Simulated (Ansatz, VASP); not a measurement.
# One calculation of CaB2, two programs

File INCAR:

```
SYSTEM = CaB2
PREC = Accurate
ENCUT = 500
EDIFF = 1E-6
ISMEAR = 0
SIGMA = 0.1
LREAL = .False.
LASPH = .True.
NELM = 120
ALGO = Normal
ISIF = 2
LWAVE = .False.
LCHARG = .False.
GGA = PE
NBANDS = 15
GGA_COMPAT = .False.
```

Contents of KPOINTS:

```
Automatic mesh
0
Gamma
  3 3 1
  0 0 0
```

POSCAR

```
CaB2
1.0
    3.2626234595     -0.0073840653      0.0297400560
   -1.6377065178      2.7916404389     -0.0138208532
    0.0374917340      0.0015272530      4.0527484283
Ca B
1 2
Direct
    0.0000000000      0.0000000000      0.0000000000
    0.3333333333      0.6666666667      0.5000000000
    0.6666666667      0.3333333333      0.5000000000
```

Input for Ansatz:

```yaml
crystal:
  lattice:
    - [3.2626234595, -0.0073840653, 0.029740056]
    - [-1.6377065178, 2.7916404389, -0.0138208532]
    - [0.037491734, 0.001527253, 4.0527484283]
  atoms:
    - { symbol: Ca, position: [0.0, 0.0, 0.0] }
    - { symbol: B, position: [0.3333333333, 0.6666666667, 0.5] }
    - { symbol: B, position: [0.6666666667, 0.3333333333, 0.5] }
basis:
  ecutrho_ratio: 10
kpoints:
  mp_grid: { grid: [3, 3, 1] }
hamiltonian:
  xc: pbe
  pseudopotentials: { kind: nc }
scf:
  occupations: { method: gaussian, width: 0.1 }
  max_iter: 92
output:
  forces: true
  stress: true
  eigenvalues: true
  populations: true
```

Alike in both runs: task single point; functional PBE; k mesh 3 × 3 × 1; occupations gaussian, width 0.1 eV; no spin polarisation.

|  | VASP | Ansatz |
| --- | --- | --- |
| version | VASP 6.6.1 | Ansatz 0.2.0 |
| potentials or method | VASP PAW PBE potentials, release 64 (Ca_sv, B) | scalar-relativistic, plane waves, norm-conserving potentials |
| plane-wave cutoff (eV) | 500 | 1116 |
| valence electrons in the cell | 16 | 16 |

|  | VASP | Ansatz | Ansatz less VASP |
| --- | --- | --- | --- |
| gap on the k mesh at the Fermi level (eV) | none | none | - |
| pressure (GPa) | -5.1 | -5.5 | -0.33 |
| traceless stress, the component that is largest in VASP (GPa) | 23.84 | 23.69 | -0.146 |

A gap of «none» marks a metal or a gap that the smearing closes.

The k mesh is coarse, so the values compare programs but aren't converged.
